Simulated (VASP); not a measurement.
# Ba (I4_1/amd) in VASP: further runs

Ba is run at these levels: PBE; tasks: single point.

All numbers are computed with VASP 6.6.1; they aren't measurements. Logs are shortened: lines on timing, memory, paths and dates and some standing lists are left out, and cuts for length are marked.

**1. The cell of the first run**

Symmetry: I4_1/amd, No. 141, tetragonal system. The conventional cell has a = 6.114 Å, b = 6.114 Å, c = 3.364 Å, α = 90.00°, β = 90.00°, γ = 90.00°. Ba (site symmetry -4m2) has 10 Ba at 3.17 to 3.96 Å within 4.2 Å.

**2. Single point, PBE (volume scaled by 0.52)**

File INCAR:

```
SYSTEM = Ba
PREC = Accurate
ENCUT = 520
EDIFF = 1E-7
ISMEAR = -1
SIGMA = 0.08
LREAL = .False.
LASPH = .True.
NELM = 60
ALGO = Normal
ISIF = 2
LWAVE = .False.
LCHARG = .False.
GGA = PE
NBANDS = 17
```

File KPOINTS:

```
Automatic mesh
0
Gamma
  10 10 10
  0 0 0
```

File POSCAR:

```
Ba
1.0
   -3.0567782119      3.0567782119      1.6820175714
    3.0567782119     -3.0567782119      1.6820175714
    3.0567782119      3.0567782119     -1.6820175714
Ba
2
Direct
   -0.3750000000     -0.1250000000     -0.2500000000
    0.3750000000      0.1250000000      0.2500000000
```

Potentials or basis: VASP PAW PBE potentials, release 64 (Ba_sv).

Command:

```bash
$ cat potpaw_PBE.64/Ba_sv/POTCAR > POTCAR
$ mpirun -np 1 vasp_std > vasp.out
```

OUTCAR:

```text
SYSTEM = Ba
   PREC = Accurate
   ENCUT = 520
   EDIFF = 1E-7
   ISMEAR = -1
   LREAL = .False.
   LASPH = .True.
   NELM = 60
   ISIF = 2
   GGA = PE

 ion  position               nearest neighbor table
   1  0.625  0.875  0.750-   2 3.17   2 3.17   2 3.17   2 3.17   2 3.96   2 3.96   2 3.96   2 3.96

   2  0.375  0.125  0.250-   1 3.17   1 3.17   1 3.17   1 3.17   1 3.96   1 3.96   1 3.96   1 3.96

  LATTYP: Found a body centered tetragonal cell.
 ALAT       =     6.1135564238
 C/A-ratio  =     0.5502582964

  Lattice vectors:

 A1 = (  -3.0567782119,   3.0567782119,   1.6820175714)
 A2 = (   3.0567782119,  -3.0567782119,   1.6820175714)
 A3 = (   3.0567782119,   3.0567782119,  -1.6820175714)

Analysis of symmetry for initial positions (statically):
=====================================================================
 Subroutine PRICEL returns:
 Original cell was already a primitive cell.

 Routine SETGRP: Setting up the symmetry group for a
 body centered tetragonal supercell.

 Subroutine GETGRP returns: Found 16 space group operations
 (whereof  4 operations were pure point group operations)
 out of a pool of 16 trial point group operations.

The static configuration has the point symmetry C_2h.
 The point group associated with its full space group is D_4h.

Analysis of symmetry for dynamics (positions and initial velocities):
=====================================================================
 Subroutine PRICEL returns:
 Original cell was already a primitive cell.

 Routine SETGRP: Setting up the symmetry group for a
 body centered tetragonal supercell.

 Subroutine GETGRP returns: Found 16 space group operations
 (whereof  4 operations were pure point group operations)
 out of a pool of 16 trial point group operations.

The dynamic configuration has the point symmetry C_2h.
 The point group associated with its full space group is D_4h.

 Subroutine INISYM returns: Found 16 space group operations
 (whereof  4 operations are pure point group operations),
 and found     1 'primitive' translations

----------------------------------------------------------------------------------------

                                     Primitive cell

  volume of cell :      62.8664

  direct lattice vectors                    reciprocal lattice vectors
    -3.056778212  3.056778212  1.682017571     0.000000000  0.163570912  0.297262055
     3.056778212 -3.056778212  1.682017571     0.163570912  0.000000000  0.297262055
     3.056778212  3.056778212 -1.682017571     0.163570912  0.163570912  0.000000000

  length of vectors
     4.638638721  4.638638721  4.638638721     0.339293638  0.339293638  0.231324202

  position of ions in fractional coordinates (direct lattice)
     0.625000000  0.875000000  0.750000000
     0.375000000  0.125000000  0.250000000

  ion indices of the primitive-cell ions
   primitive index   ion index
                 1           1
                 2           2

----------------------------------------------------------------------------------------

 KPOINTS: Automatic mesh

Automatic generation of k-mesh.
 Grid dimensions read from file:
 generate k-points for:   10   10   10

 Generating k-lattice:

  Cartesian coordinates                     Fractional coordinates (reciprocal lattice)
     0.000000000  0.016357091  0.029726206     0.100000000  0.000000000  0.000000000
     0.016357091  0.000000000  0.029726206     0.000000000  0.100000000  0.000000000
     0.016357091  0.016357091  0.000000000     0.000000000  0.000000000  0.100000000

  Length of vectors
     0.033929364  0.033929364  0.023132420

  Shift w.r.t. Gamma in fractional coordinates (k-lattice)
     0.000000000  0.000000000  0.000000000

 Subroutine IBZKPT returns following result:
 ===========================================

 Found    102 irreducible k-points:

 Following reciprocal coordinates:
            Coordinates               Weight
  0.000000  0.000000  0.000000      1.000000
  0.100000  0.000000 -0.000000      8.000000
  0.200000  0.000000 -0.000000      8.000000
  0.300000  0.000000 -0.000000      8.000000
  0.400000  0.000000 -0.000000      8.000000
  0.500000  0.000000 -0.000000      4.000000
[... 16 lines left out ...]
  0.300000  0.300000 -0.000000      8.000000
  0.400000  0.300000 -0.000000     16.000000
 [... further k-points ...]
   k-points           NKPTS =    102   k-points in BZ     NKDIM =    102   number of bands    NBANDS=     17
   number of dos      NEDOS =    301   number of ions     NIONS =      2
   total plane-waves  NPLWV =  46656
   dimension x,y,z NGX =    36 NGY =   36 NGZ =   36
   dimension x,y,z NGXF=    72 NGYF=   72 NGZF=   72
   ions per type =               2
   NGX,Y,Z   is equivalent  to a cutoff of  12.90, 12.90, 12.90 a.u.
   NGXF,Y,Z  is equivalent  to a cutoff of  25.80, 25.80, 25.80 a.u.
 SYSTEM =  Ba
   PREC   = accura    normal or accurate (medium, high low for compatibility)
   ISTART =      0    job   : 0-new  1-cont  2-samecut
   ICHARG =      2    charge: 1-file 2-atom 10-const
   ISPIN  =      1    spin polarized calculation?
   LNONCOLLINEAR =      F non collinear calculations
   LSORBIT =      F    spin-orbit coupling
   LASPH  =      T    aspherical Exc in radial PAW
   ENCUT  =  520.0 eV  38.22 Ry    6.18 a.u.   8.62  8.62  8.62*2*pi/ulx,y,z
   NELM   =     60;   NELMIN=  2; NELMDL= -5     # of ELM steps
   EDIFF  = 0.1E-06   stopping-criterion for ELM
   LREAL  =      F    real-space projection
   EDIFFG = 0.1E-05   stopping-criterion for IOM
   NSW    =      0    number of steps for IOM
   IBRION =     -1    ionic relax: 0-MD 1-quasi-New 2-CG
   NFREE  =      0    steps in history (QN), initial steepest desc. (CG)
   ISIF   =      2    stress and relaxation
   ISYM   =      2    0-nonsym 1-usesym 2-fastsym
   POTIM  = 0.5000    time-step for ionic-motion
   TEBEG  =    0.0;   TEEND  =   0.0 temperature during run
   PSTRESS=    0.0 pullay stress
   NELECT =      20.0000    total number of electrons
   NUPDOWN=      -1.0000    fix difference up-down
   EMIN   =  10.00;   EMAX   =-10.00  energy-range for DOS
   EFERMI =   0.00;   METHOD = LEGACY
   ISMEAR =    -1;   SIGMA  =   0.08  broadening in eV -4-tet -1-fermi 0-gaus
   EFERMI_NEDOS =   21; number of points for ismear=-14 and -15
   IALGO  =     38    algorithm
   IMIX   =      4    mixing-type and parameters
     AMIX     =   0.40;   BMIX     =  1.00
     AMIX_MAG =   1.60;   BMIX_MAG =  1.00
  volume/ion in A,a.u.               =      31.43       212.12
  Fermi-wavevector in a.u.,A,eV,Ry     =   1.117580  2.111920 16.993480  1.248986
  Thomas-Fermi vector in A             =   2.254204
   LORBIT       =      0    0 simple, 1 ext, 2 COOP (PROOUT), +10 PAW based schemes
   GGA     = PE    functional components
   LHFCALC =     F    Hartree Fock is set to
   AEXX    =    0.0000 exact exchange contribution
   IVDW    =     0    specifies the selected vdW correction
   LEPSILON=     F    determine dielectric tensor
   LRPA    =     F    only Hartree local field effects (RPA)
 non-spin polarized calculation
  energy-cutoff  :      520.00
  volume of cell :       62.87
 maximum number of plane-waves:      1731
   NGX = 17   NGY = 17   NGZ = 17

 number of electron      19.9999999 magnetization

 Free energy of the ion-electron system (eV)
  ---------------------------------------------------
  ext. energy  EPLUGINS =         0.00000000
  ---------------------------------------------------
  free energy    TOTEN  =        -1.60182055 eV

  energy without entropy =       -1.55267149  energy(sigma->0) =       -1.57724602

 E-fermi :   4.8922     XC(G=0): -10.0106

 val. band max:        4.8895710440   @ k =   0.3000   0.2000   0.2000
 cond. band min:       4.9098502014   @ k =   0.2000   0.0000  -0.0000
 fundamental gap:      0.0202791574
 Fermi energy:         4.8922142891

 k-point     1 :       0.0000    0.0000    0.0000
  band No.  band energies     occupation
      1     -24.1929      2.00000
      2     -22.9894      2.00000
      3     -10.2540      2.00000
      4     -10.2540      2.00000
      5      -7.6143      2.00000
      6      -7.5762      2.00000
[... 9 lines left out ...]
     16       9.2453      0.00000
     17       9.2453      0.00000

 k-point     2 :       0.1000    0.0000   -0.0000
  band No.  band energies     occupation
      1     -24.1399      2.00000
      2     -22.9863      2.00000
      3     -10.2350      2.00000
      4     -10.1539      2.00000
      5      -7.9246      2.00000
      6      -7.8703      2.00000
[... 9 lines left out ...]
     16      10.8756      0.00000
     17      10.9209      0.00000

 k-point     3 :       0.2000    0.0000   -0.0000
  band No.  band energies     occupation
      1     -23.9939      2.00000
      2     -22.9813      2.00000
      3     -10.1821      2.00000
      4      -9.9048      2.00000
      5      -8.6769      2.00000
      6      -8.4643      2.00000
[... 9 lines left out ...]
     16      10.2845      0.00000
     17      10.8141      0.00000

 k-point     4 :       0.3000    0.0000   -0.0000
  band No.  band energies     occupation
      1     -23.7942      2.00000
      2     -22.9862      2.00000
      3     -10.1098      2.00000
      4      -9.8175      2.00000
      5      -9.3994      2.00000
      6      -8.9165      2.00000
[... 9 lines left out ...]
     16       9.7301      0.00000
     17      10.2978      0.00000
[... 343 lines left out ...]
      1     -24.0864      2.00000
      2     -23.1135      2.00000
      3     -10.0828      2.00000
      4     -10.0654      2.00000
      5      -8.0261      2.00000
      6      -7.8376      2.00000
[... 9 lines left out ...]
     16       9.9188      0.00000
     17      10.0464      0.00000

 k-point    23 :       0.3000    0.3000   -0.0000
  band No.  band energies     occupation
      1     -23.4646      2.00000
      2     -23.1568      2.00000
      3     -10.4928      2.00000
      4      -9.8357      2.00000
      5      -9.5615      2.00000
      6      -9.1633      2.00000
[... 9 lines left out ...]
     16       9.8263      0.00000
     17      12.0097      0.00000

 k-point    24 :       0.4000    0.3000   -0.0000
  band No.  band energies     occupation
      1     -23.5060      2.00000
      2     -23.2906      2.00000
      3     -10.1988      2.00000
      4      -9.6193      2.00000
      5      -9.4183      2.00000
      6      -8.8406      2.00000
[... 9 lines left out ...]
     16       9.6579      0.00000
     17      10.5229      0.00000

 [... further k-points ...]
[... 5 lines left out ...]
  --------------------------------------------------------------------------------------
  -------------------------------------------------------------------------------------
  Total        6.7276266      6.7276266      6.8854917      0.0000000      0.0000000      0.0000000
  in kB      171.4565521    171.4565521    175.4798130      0.0000000      0.0000000      0.0000000
  external PRESSURE =     172.7976391 kB  Pullay stress =       0.0000000 kB

 VOLUME and BASIS-vectors are now :
 -----------------------------------------------------------------------------
  energy-cutoff  :      520.00
  volume of cell :       62.87
      direct lattice vectors                 reciprocal lattice vectors
    -3.056778212  3.056778212  1.682017571     0.000000000  0.163570912  0.297262055
     3.056778212 -3.056778212  1.682017571     0.163570912  0.000000000  0.297262055
     3.056778212  3.056778212 -1.682017571     0.163570912  0.163570912  0.000000000

 POSITION                                       TOTAL-FORCE (eV/Angst)
 -----------------------------------------------------------------------------------
      3.05678      1.52839      1.26151         0.000000      0.000000      0.000000
     -0.00000      1.52839      0.42050        -0.000000     -0.000000     -0.000000
 -----------------------------------------------------------------------------------
    total drift:                               -0.000000     -0.000000      0.000000

  FREE ENERGIE OF THE ION-ELECTRON SYSTEM (eV)
  ---------------------------------------------------
  free  energy   TOTEN  =        -1.6018205455 eV

  energy  without entropy=       -1.5526714940  energy(sigma->0) =       -1.57724602
```

Wall time 57 s (1 thread of Intel Xeon Platinum 8488C (Sapphire Rapids), shared host); peak memory 0.26 GiB.

Results:

```
Free energy            : -1.6018 eV
Pressure               : 17.3 GPa
Band gap on the k mesh : zero (band 10 reaches 5.93 eV, above the bottom of band 11 at 3.96 eV)
```

Stress tensor (GPa, compression positive):
```
17.15  0.00  0.00
 0.00 17.15  0.00
 0.00  0.00 17.55
```

Levels at points of the mesh, in eV from the Fermi level:
```
           k point  band 8  band 9  band 10  band 11  band 12  band 13
(0.00, 0.00, 0.00)  -12.31   -2.81    -2.15    -0.07     0.30     1.01
(0.50, 0.00, 0.00)  -12.23   -1.69    -1.31     0.04     1.76     2.35
(0.50, 0.50, 0.00)  -12.35   -0.59    -0.59     0.72     0.72     3.08
(0.50, 0.50, 0.50)  -11.85   -0.42    -0.42     1.56     1.56     3.12
```

Caveat: spin-orbit coupling is left out, which moves the levels of the heavy elements.

(Continued in part 2 of 2.)
